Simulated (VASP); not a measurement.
Write the native input for VASP 6.6.1 that does the following.

- Task: single point
- Functional: r2SCAN
- Potentials or basis: VASP PAW PBE potentials, release 64 (Al, Ga_d, N)
- Cutoff: 520 eV
- k mesh: 5 × 7 × 2
- Occupations: gaussian, width 0.05 eV
- Spin: no spin polarisation
- Dipole correction: no
- Further INCAR settings: LREAL = Auto; ALGO = Normal; EDIFF = 1e-06; NBANDS = 56

Crystal: Al3GaN4.

```
CELL_PARAMETERS angstrom
-5.03808 0.00000 -0.00006
0.00000 -3.12495 0.00000
-0.00659 0.00000 11.82079
ATOMIC_POSITIONS crystal
Al 0.49987 0.50000 0.76361
Al 0.49981 0.50000 0.30591
Al 0.99935 0.50000 0.15379
Al 0.99940 0.50000 0.61149
Al 0.99909 0.00000 0.83885
Al 0.99904 0.00000 0.38115
Ga 0.50051 0.00000 0.07658
Ga 0.50057 0.00000 0.53428
N 0.88930 0.00000 0.07663
N 0.88936 0.00000 0.53433
N 0.87741 0.50000 0.76355
N 0.87736 0.50000 0.30585
N 0.37460 0.50000 0.15643
N 0.37466 0.50000 0.61414
N 0.37669 0.00000 0.83620
N 0.37663 0.00000 0.37850
```

This cell differs from its parent crystal: the distance across one plane changed.

These files were run (other wordings do the same):

POSCAR

```
Al3GaN4
1.0
   -5.0380822009      0.0000000000     -0.0000609628
    0.0000000000     -3.1249488261      0.0000000000
   -0.0065935851      0.0000000000     11.8207859610
Al Ga N
6 2 8
Direct
    0.4998686913      0.5000000000      0.7636088345
    0.4998145342      0.5000000000      0.3059072060
    0.9993498262      0.5000000000      0.1537886337
    0.9994039832      0.5000000000      0.6114902622
    0.9990949302      1.0000000000      0.8388501257
    0.9990407732      1.0000000000      0.3811484973
    0.5005143733      1.0000000000      0.0765755258
    0.5005685304      1.0000000000      0.5342771542
    0.8893020881      1.0000000000      0.0766270392
    0.8893562452      1.0000000000      0.5343286676
    0.8774147570      0.5000000000      0.7635526365
    0.8773605999      0.5000000000      0.3058510080
    0.3746049106      0.5000000000      0.1564337232
    0.3746590676      0.5000000000      0.6141353516
    0.3766851563      1.0000000000      0.8362047410
    0.3766309993      1.0000000000      0.3785031126
```

INCAR.step1

```
PREC     = Accurate       # precision mode
ENCUT    = 520            # plane-wave cutoff, eV
ISMEAR   = 0              # smearing method
SIGMA    = 0.05           # smearing width, eV
LREAL    = Auto         
LASPH    = T              # aspherical terms in the spheres
NELM     = 80             # most SCF steps
NBANDS   = 56             # bands
GGA      = PE             # functional
ALGO     = Normal         # electronic algorithm
EDIFF    = 1E-4           # SCF threshold, eV
LWAVE    = T              # write WAVECAR
LCHARG   = F              # write CHGCAR
```

INCAR.step2

```
PREC     = Accurate       # precision mode
ENCUT    = 520            # plane-wave cutoff, eV
EDIFF    = 1E-6           # SCF threshold, eV
ISMEAR   = 0              # smearing method
SIGMA    = 0.05           # smearing width, eV
LREAL    = Auto         
LASPH    = T              # aspherical terms in the spheres
NELM     = 80             # most SCF steps
ALGO     = Normal         # electronic algorithm
ISIF     = 2              # what is computed and relaxed
LWAVE    = F              # write WAVECAR
LCHARG   = F              # write CHGCAR
METAGGA  = R2SCAN         # meta-GGA
LMIXTAU  = T            
NBANDS   = 56             # bands
ISTART   = 1
```

KPOINTS

```
Automatic mesh
0
Gamma
  5 7 2
```

Potentials or basis: VASP PAW PBE potentials, release 64 (Al, Ga_d, N).

Run with:

```sh
$ cat potpaw_PBE.64/Al/POTCAR potpaw_PBE.64/Ga_d/POTCAR potpaw_PBE.64/N/POTCAR > POTCAR
$ cp INCAR.step1 INCAR
$ mpirun -np 1 vasp_std > vasp.out
$ cp INCAR.step2 INCAR
$ mpirun -np 1 vasp_std > vasp.out
```

It gave:

The pressure is -4.7 GPa. The largest force is 1.633 eV/Å and the band gap on the k mesh is 2.56 eV (least direct gap 2.64 eV).

Caveat: the cell differs from its parent crystal (the distance across one plane changed); the stress differs along the axes, from -9 to -1 GPa; the PAW data sets were made with another functional, which shifts forces and pressure a little.

Wall time 43 min on 1 thread of Oxide Virtual Turin-like Processor (shared host), peak memory 0.36 GiB.
